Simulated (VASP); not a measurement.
Here is a VASP 6.6.1 calculation.

Contents of INCAR:

```
SYSTEM = Si
PREC = Accurate ; ENCUT = 500
EDIFF = 1E-6 ; ISMEAR = 0
SIGMA = 0.01 ; LREAL = .False.
LASPH = .True. ; NELM = 120
ALGO = Normal ; ISIF = 2
LWAVE = .False. ; LCHARG = .False.
GGA = PE ; NBANDS = 11
GGA_COMPAT = .False.
```

KPOINTS

```
Automatic mesh
0
Gamma
  8 8 8
  0 0 0
```

The input POSCAR:

```
Si
1.0
    0.0000000000      2.7135600000      2.7135600000
    2.7135600000      0.0000000000      2.7135600000
    2.7135600000      2.7135600000      0.0000000000
Si
2
Direct
    0.2500000000      0.2500000000      0.2500000000
    1.0000000000      1.0000000000      1.0000000000
```

Potentials or basis: VASP PAW PBE potentials, release 64 (Si).

Command:

```bash
$ cat potpaw_PBE.64/Si/POTCAR > POTCAR
$ mpirun -np 1 vasp_std > vasp.out
```

Predict the band gap on the k mesh.

0.61 eV (least direct gap 2.57 eV).

Predict the pressure.

2.1 GPa.

A k mesh can miss the band edges. As with any semilocal functional, this PBE gap is likely too small.
